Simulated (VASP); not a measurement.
Input of a VASP 6.6.1 run:

The input INCAR:

```
SYSTEM = Ti2Te2S
  ALGO = Normal
  EDIFF = 1E-6
  ENCUT = 500
  GGA = PE
  GGA_COMPAT = .False.
  ISIF = 2
  ISMEAR = 0
  LASPH = .True.
  LCHARG = .False.
  LREAL = .False.
  LWAVE = .False.
  NBANDS = 29
  NELM = 120
  PREC = Accurate
  SIGMA = 0.1
```

KPOINTS

```
k-points
0
Gamma
  12 12 4
  0 0 0
```

The input POSCAR:

```
Ti2Te2S
1.0
    3.5941994723      0.0000000000      0.0000000000
   -1.7970997361      3.1126680493      0.0000000000
    0.0000000000      0.0000000000      9.7214495056
Ti Te S
2 2 1
Direct
    0.6666666667      0.3333333333      0.8694752322
    0.3333333333      0.6666666667      0.1305247678
    0.3333333333      0.6666666667      0.6770802602
    0.6666666667      0.3333333333      0.3229197398
    0.0000000000      0.0000000000      0.0000000000
```

Potentials or basis: VASP PAW PBE potentials, release 64 (Ti_sv, Te, S).

Launch:

```console
$ cat potpaw_PBE.64/Ti_sv/POTCAR potpaw_PBE.64/Te/POTCAR potpaw_PBE.64/S/POTCAR > POTCAR
$ mpirun -np 1 vasp_std > vasp.out
```

Question: Estimate the band gap on the k mesh.

Answer: Zero (band 21 reaches 8.35 eV, above the bottom of band 22 at 7.90 eV).

Question: What does it give for the pressure?

Answer: 1.4 GPa.

Question: What does it give for the largest force?

Answer: 0.007 eV/Å.

Forces on the atoms (eV/Å):
```
Ti   0.000  0.000 -0.006
Ti   0.000  0.000  0.006
Te   0.000  0.000 -0.007
Te   0.000  0.000  0.007
S    0.000  0.000  0.000
```

Caveat: spin-orbit coupling is left out, which moves the levels of the heavy elements; this functional lacks dispersion, which binds the layers, so the pressure and a relaxed spacing across them are unreliable.
